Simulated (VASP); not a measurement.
Input of a VASP 6.6.1 run:

Contents of INCAR:

```
PREC = Accurate ; ENCUT = 520
EDIFF = 1E-6 ; ISMEAR = 0
SIGMA = 0.05 ; LREAL = F
LASPH = T ; NELM = 100
ALGO = Normal ; ISIF = 2
LWAVE = F ; LCHARG = F
GGA = PE ; IVDW = 12
NBANDS = 16
```

KPOINTS

```
regular mesh
0
Gamma
  6 6 6
```

POSCAR

```
HgTe
1.0
    0.0000000000      3.2568406959      3.2568406959
    3.2568406959      0.0000000000      3.2568406959
    3.2568406959      3.2568406959      0.0000000000
Hg Te
1 1
Direct
    0.0000000000      0.0000000000      0.0000000000
    0.2500000000      0.2500000000      0.2500000000
```

Potentials or basis: VASP PAW PBE potentials, release 64 (Hg, Te).

Run with:

```console
$ cat potpaw_PBE.64/Hg/POTCAR potpaw_PBE.64/Te/POTCAR > POTCAR
$ mpirun -np 1 vasp_std > vasp.out
```

Q: What does it give for the dispersion energy per atom?

A: -0.351 eV.

Q: What does it give for the pressure?

A: 0.7 GPa.

Q: Predict the band gap on the k mesh.

A: Zero (filled and empty bands touch).

Caveat: three body term missing; spin-orbit coupling is left out, which moves the levels of the heavy elements; pairwise dispersion overbinds metals, which lowers pressure and volume.
